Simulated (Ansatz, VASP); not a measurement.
## One calculation of Pb, two programs

INCAR

```
SYSTEM = Pb
PREC = Accurate
ENCUT = 520
EDIFF = 1E-6
ISMEAR = -1
SIGMA = 0.05
LREAL = .FALSE.
LASPH = .TRUE.
NELM = 100
ALGO = Normal
ISIF = 2
LWAVE = .FALSE.
LCHARG = .TRUE.
GGA = PE
LELF = .TRUE.
LVHAR = .TRUE.
NBANDS = 13
```

Contents of KPOINTS:

```
Automatic mesh
0
G
  16 16 16
  0 0 0
```

The input POSCAR:

```
Pb
1.0
    0.0000000000      2.4750200000      2.4750200000
    2.4750200000      0.0000000000      2.4750200000
    2.4750200000      2.4750200000      0.0000000000
Pb
1
Direct
    0.0000000000      0.0000000000      0.0000000000
```

Contents of input.yaml:

```yaml
crystal:
  lattice:
    - [0.0, 2.47502, 2.47502]
    - [2.47502, 0.0, 2.47502]
    - [2.47502, 2.47502, 0.0]
  atoms:
    - { symbol: Pb, position: [0.0, 0.0, 0.0] }
hamiltonian:
  xc: pbe
  pseudopotentials: { kind: paw }
kpoints:
  mp_grid: { grid: [16, 16, 16] }
scf:
  occupations: { method: fermi_dirac, width: 0.05 }
output:
  forces: true
  stress: true
  eigenvalues: true
  write_density: true
  write_potential: true
  elf: true
  volumetric_format: npy
```

Alike in both runs: task single point; functional PBE; k mesh 16 × 16 × 16; occupations fermi-dirac, width 0.05 eV; no spin polarisation.

|  | VASP | Ansatz |
| --- | --- | --- |
| version | VASP 6.6.1 | Ansatz 0.2.0 |
| potentials or method | VASP PAW PBE potentials, release 64 (Pb_d) | Ansatz PAW |
| plane-wave cutoff (eV) | 520 | 420 |
| valence electrons in the cell | 14 | 14 |

|  | VASP | Ansatz | Ansatz less VASP |
| --- | --- | --- | --- |
| gap on the k mesh at the Fermi level (eV) | none | none | - |
| pressure (GPa) | 2.3 | 2.3 | +0.06 |

A gap of «none» marks a metal or a gap that the smearing closes.

Spin-orbit coupling is off throughout.
